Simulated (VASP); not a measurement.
# Cu2O (Pn-3m) in VASP: single point with LDA

Aim: the single point of Cu2O with LDA.

Everything below comes from runs of VASP 6.6.1. Logs are shortened: lines on timing, memory, paths and dates and some standing lists are left out, and cuts for length are marked.

### Step 1. The cell of the first run

The structure is cubic, space group Pn-3m (No. 224). Conventional cell: a = 4.260 Å, b = 4.260 Å, c = 4.260 Å, α = 90.00°, β = 90.00°, γ = 90.00°. Cu (site symmetry -3m) has 2 O at 1.84 Å within 2.4 Å. O (site symmetry -43m) has 4 Cu at 1.84 Å within 2.4 Å.

### Step 2. Single point, LDA, non-collinear spin, zero start, spin-orbit coupling

File INCAR:

```
SYSTEM = Cu2O
PREC = Accurate ; ENCUT = 600
EDIFF = 1E-6 ; ISMEAR = 0
SIGMA = 0.01 ; LREAL = .FALSE.
LASPH = .TRUE. ; NELM = 200
ALGO = Normal ; ISIF = 2
LWAVE = .FALSE. ; LCHARG = .TRUE.
LNONCOLLINEAR = .TRUE. ; MAGMOM = 0 0 0 0 0 0 0 0 0 0 0 0 0 0 0 0 0 0
LORBIT = 11 ; LSORBIT = .TRUE.
GGA_COMPAT = .FALSE. ; LORBMOM = .TRUE.
LMAXMIX = 4 ; LVHAR = .TRUE.
NBANDS = 72
```

File KPOINTS:

```
regular mesh
0
G
  8 8 8
  0 0 0
```

File POSCAR:

```
Cu2O
1.0
    4.2600000000      0.0000000000      0.0000000000
    0.0000000000      4.2600000000      0.0000000000
    0.0000000000      0.0000000000      4.2600000000
Cu O
4 2
Direct
    0.2500000000      0.2500000000      0.2500000000
    0.2500000000      0.7500000000      0.7500000000
    0.7500000000      0.7500000000      0.2500000000
    0.7500000000      0.2500000000      0.7500000000
    0.0000000000      0.0000000000      0.0000000000
    0.5000000000      0.5000000000      0.5000000000
```

Potentials or basis: VASP PAW LDA potentials, release 64 (Cu, O).

The run is started by

```bash
> cat potpaw_LDA.64/Cu/POTCAR potpaw_LDA.64/O/POTCAR > POTCAR
> mpirun -np 1 vasp_ncl > vasp.out
```

OUTCAR:

```text
SYSTEM = Cu2O
   PREC = Accurate
   ENCUT = 600
   EDIFF = 1E-6
   ISMEAR = 0
   LREAL = .FALSE.
   LASPH = .TRUE.
   NELM = 200
   ISIF = 2
   LNONCOLLINEAR = .TRUE.
   LORBIT = 11
   LSORBIT = .TRUE.

 ion  position               nearest neighbor table
   1  0.250  0.250  0.250-   5 1.84   6 1.84
   2  0.250  0.750  0.750-   5 1.84   6 1.84
   3  0.750  0.750  0.250-   5 1.84   6 1.84
   4  0.750  0.250  0.750-   5 1.84   6 1.84
   5  0.000  0.000  0.000-   1 1.84   2 1.84   3 1.84   4 1.84
   6  0.500  0.500  0.500-   1 1.84   2 1.84   3 1.84   4 1.84

  LATTYP: Found a simple cubic cell.
 ALAT       =     4.2600000000

  Lattice vectors:

 A1 = (   4.2600000000,   0.0000000000,   0.0000000000)
 A2 = (   0.0000000000,   4.2600000000,   0.0000000000)
 A3 = (   0.0000000000,   0.0000000000,   4.2600000000)

Analysis of symmetry for initial positions (statically):
=====================================================================
 Subroutine PRICEL returns:
 Original cell was already a primitive cell.

 Routine SETGRP: Setting up the symmetry group for a
 simple cubic supercell.

 Subroutine GETGRP returns: Found 48 space group operations
 (whereof 24 operations were pure point group operations)
 out of a pool of 48 trial point group operations.

The static configuration has the point symmetry T_d .
 The point group associated with its full space group is O_h .

Analysis of symmetry for dynamics (positions and initial velocities):
=====================================================================
 Subroutine PRICEL returns:
 Original cell was already a primitive cell.

 Routine SETGRP: Setting up the symmetry group for a
 simple cubic supercell.

 Subroutine GETGRP returns: Found 48 space group operations
 (whereof 24 operations were pure point group operations)
 out of a pool of 48 trial point group operations.

The dynamic configuration has the point symmetry T_d .
 The point group associated with its full space group is O_h .

Analysis of structural, dynamic, and magnetic symmetry:
=====================================================================
 Subroutine PRICEL returns:
 Original cell was already a primitive cell.

 Routine SETGRP: Setting up the symmetry group for a
 simple cubic supercell.

 Subroutine GETGRP returns: Found 48 space group operations
 (whereof 24 operations were pure point group operations)
 out of a pool of 48 trial point group operations.

The overall configuration has the point symmetry T_d .
 The point group associated with its full space group is O_h .

 Subroutine INISYM returns: Found 48 space group operations
[... 1913 lines left out ...]
 ----------------------------------------
  1         0.000   0.000   0.000
  2         0.000  -0.000  -0.000
  3        -0.000   0.000   0.000
  4        -0.000  -0.000  -0.000
  5        -0.000   0.000  -0.000
  6        -0.000   0.000  -0.000
 ----------------------------------------
           -0.000  -0.000  -0.000

 orbital moment (y)

 # of ion     p       d       tot
 ----------------------------------------
  1         0.000   0.000   0.000
  2        -0.000   0.000  -0.000
  3        -0.000   0.000  -0.000
  4         0.000   0.000   0.000
  5        -0.000   0.000  -0.000
  6        -0.000   0.000  -0.000
 ----------------------------------------
            0.000   0.000   0.000

 orbital moment (z)

 # of ion     p       d       tot
 ----------------------------------------
  1         0.000   0.000   0.000
  2         0.000  -0.000  -0.000
  3        -0.000   0.000   0.000
  4         0.000  -0.000  -0.000
  5        -0.000   0.000  -0.000
  6         0.000   0.000   0.000
 ----------------------------------------
           -0.000  -0.000  -0.000

 Spin-Orbit-Coupling matrix elements

 Ion:    1  E_soc:     -0.0125358
 l=   1
     0.0000000    -0.0002272    -0.0002272
    -0.0002272     0.0000000    -0.0002272
    -0.0002272    -0.0002272     0.0000000
 l=   2
     0.0000000    -0.0004716     0.0000000    -0.0004716    -0.0013905
    -0.0004716     0.0000000    -0.0010429    -0.0004716    -0.0003476
     0.0000000    -0.0010429     0.0000000    -0.0010429     0.0000000
    -0.0004716    -0.0004716    -0.0010429     0.0000000    -0.0003476
    -0.0013905    -0.0003476     0.0000000    -0.0003476     0.0000000
 l=   3
     0.0000000     0.0000000     0.0000000     0.0000000     0.0000000     0.0000000     0.0000000
     0.0000000     0.0000000     0.0000000     0.0000000     0.0000000     0.0000000     0.0000000
     0.0000000     0.0000000     0.0000000     0.0000000     0.0000000     0.0000000     0.0000000
     0.0000000     0.0000000     0.0000000     0.0000000     0.0000000     0.0000000     0.0000000
[... 89 lines left out ...]
 l=   2
     0.0000000     0.0000000     0.0000000     0.0000000     0.0000000
     0.0000000     0.0000000     0.0000000     0.0000000     0.0000000
     0.0000000     0.0000000     0.0000000     0.0000000     0.0000000
     0.0000000     0.0000000     0.0000000     0.0000000     0.0000000
     0.0000000     0.0000000     0.0000000     0.0000000     0.0000000
 l=   3
     0.0000000     0.0000000     0.0000000     0.0000000     0.0000000     0.0000000     0.0000000
     0.0000000     0.0000000     0.0000000     0.0000000     0.0000000     0.0000000     0.0000000
     0.0000000     0.0000000     0.0000000     0.0000000     0.0000000     0.0000000     0.0000000
     0.0000000     0.0000000     0.0000000     0.0000000     0.0000000     0.0000000     0.0000000
     0.0000000     0.0000000     0.0000000     0.0000000     0.0000000     0.0000000     0.0000000
     0.0000000     0.0000000     0.0000000     0.0000000     0.0000000     0.0000000     0.0000000
     0.0000000     0.0000000     0.0000000     0.0000000     0.0000000     0.0000000     0.0000000

 total charge

# of ion       s       p       d       tot
------------------------------------------
    1        0.430   0.331   9.228   9.988
    2        0.430   0.331   9.228   9.988
    3        0.430   0.331   9.228   9.988
    4        0.430   0.331   9.228   9.988
    5        1.527   3.466   0.000   4.993
    6        1.527   3.466   0.000   4.993
--------------------------------------------------
tot          4.772   8.255  36.912  49.939

 magnetization (x)

# of ion       s       p       d       tot
------------------------------------------
    1        0.000   0.000   0.000   0.000
    2       -0.000   0.000   0.000   0.000
    3        0.000  -0.000  -0.000  -0.000
    4        0.000  -0.000   0.000  -0.000
    5       -0.000   0.000   0.000   0.000
    6       -0.000   0.000   0.000   0.000
--------------------------------------------------
tot         -0.000   0.000   0.000   0.000

 magnetization (y)

# of ion       s       p       d       tot
------------------------------------------
    1        0.000   0.000   0.000   0.000
    2        0.000  -0.000   0.000  -0.000
    3        0.000  -0.000   0.000   0.000
    4        0.000   0.000  -0.000  -0.000
    5        0.000   0.000   0.000   0.000
    6        0.000   0.000   0.000   0.000
--------------------------------------------------
tot          0.000   0.000   0.000   0.000

 magnetization (z)

# of ion       s       p       d       tot
------------------------------------------
    1        0.000   0.000   0.000   0.000
    2        0.000  -0.000   0.000   0.000
    3       -0.000   0.000   0.000   0.000
    4        0.000  -0.000  -0.000   0.000
    5        0.000   0.000   0.000   0.000
    6       -0.000  -0.000   0.000  -0.000
--------------------------------------------------
tot         -0.000  -0.000   0.000  -0.000
```

OSZICAR:

```text
N       E                     dE             d eps       ncg     rms          rms(c)
DAV:   1     0.688575725450E+03    0.68858E+03   -0.25533E+04  5080   0.277E+03
DAV:   2     0.132421780209E+03   -0.55615E+03   -0.51927E+03  5040   0.604E+02
DAV:   3    -0.183413616549E+02   -0.15076E+03   -0.13832E+03  5896   0.299E+02
DAV:   4    -0.381166919375E+02   -0.19775E+02   -0.18885E+02  7648   0.119E+02
DAV:   5    -0.386455648107E+02   -0.52887E+00   -0.52591E+00  7392   0.247E+01    0.186E+01
DAV:   6    -0.359792780157E+02    0.26663E+01   -0.53930E+01  6640   0.148E+02    0.127E+01
DAV:   7    -0.324752172950E+02    0.35041E+01   -0.14101E+01  6440   0.963E+01    0.319E+00
DAV:   8    -0.325782142407E+02   -0.10300E+00   -0.20328E+00  6952   0.844E+00    0.157E+00
DAV:   9    -0.325323805977E+02    0.45834E-01   -0.69159E-02  7032   0.442E+00    0.641E-01
DAV:  10    -0.325265672621E+02    0.58133E-02   -0.34315E-02  6968   0.329E+00    0.275E-01
DAV:  11    -0.325252309241E+02    0.13363E-02   -0.60552E-03  7536   0.104E+00    0.630E-02
DAV:  12    -0.325251882824E+02    0.42642E-04   -0.89984E-04  6832   0.316E-01    0.269E-02
DAV:  13    -0.325251901288E+02   -0.18464E-05   -0.14407E-04  6744   0.150E-01    0.109E-02
DAV:  14    -0.325251894607E+02    0.66816E-06   -0.48572E-06  5696   0.382E-02
   1 F= -.32525189E+02 E0= -.32525189E+02  d E =-.272446E-61  mag=     0.0000     0.0000    -0.0000
```

Wall time 12 min (1 thread of Oxide Virtual Turin-like, shared host); peak memory 0.45 GiB.

What came out:

| Quantity | Value |
| --- | --- |
| Free energy | -32.5252 eV |
| Pressure | -7.6 GPa |
| Net moment | 0.00 μB per cell |
| Valence electrons inside the program's atomic spheres | Cu 9.99; O 4.99 |

Moments on the atoms (μB; x, y, z):
```
Cu  0.00 0.00 0.00
Cu  0.00 0.00 0.00
Cu  0.00 0.00 0.00
Cu  0.00 0.00 0.00
O   0.00 0.00 0.00
O   0.00 0.00 0.00
```

Caveat: the cell stands under tension.
